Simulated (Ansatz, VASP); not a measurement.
## Be5Te in VASP and in Ansatz

```
Be Te
1.0
     3.92968    0.00000    0.00000
    -1.96484    3.40320    0.00000
     0.00000    0.00000   10.81119
Be Te
10 2
Cartesian
  0.0000 0.0000 0.0000
  -1.3032 2.2816 9.0406
  0.6627 3.3910 9.0406
  1.9648 1.1344 0.0021
  0.0000 2.2688 10.8091
  0.6405 1.1338 9.0406
  2.6053 2.2694 1.7706
  0.6617 1.1216 1.7706
  2.6275 0.0122 1.7706
  0.0000 0.0000 5.4056
  1.9648 1.1344 6.8115
  0.0000 2.2688 3.9997
```

Alike in both runs: functional PBE; k mesh 12 × 12 × 4; occupations gaussian, width 0.1 eV; no spin polarisation.

Ansatz relaxed the structure, and its values are those at the end. VASP's run is a single point on that final structure, the one shown.

|  | VASP | Ansatz |
| --- | --- | --- |
| version | VASP 6.6.1 | Ansatz 0.2.0 |
| potentials or method | VASP PAW PBE potentials, release 64 (Be, Te), cutoff 520 eV | scalar-relativistic, plane waves, PAW |
| valence electrons in the cell | 32 | 52 |

```csv
,VASP,Ansatz,Ansatz less VASP
gap on the k mesh at the Fermi level (eV),none,none,-
pressure (GPa),0.1,0.0,-0.12
```

A gap of «none» marks a metal or a gap that the smearing closes. With one functional, cell and mesh, what is left measures potentials, basis and numerics. VASP's potentials hold 32 valence electrons a cell and Ansatz's 52, so a difference there can come from the potentials and not from the codes.

Spin-orbit coupling is off throughout.
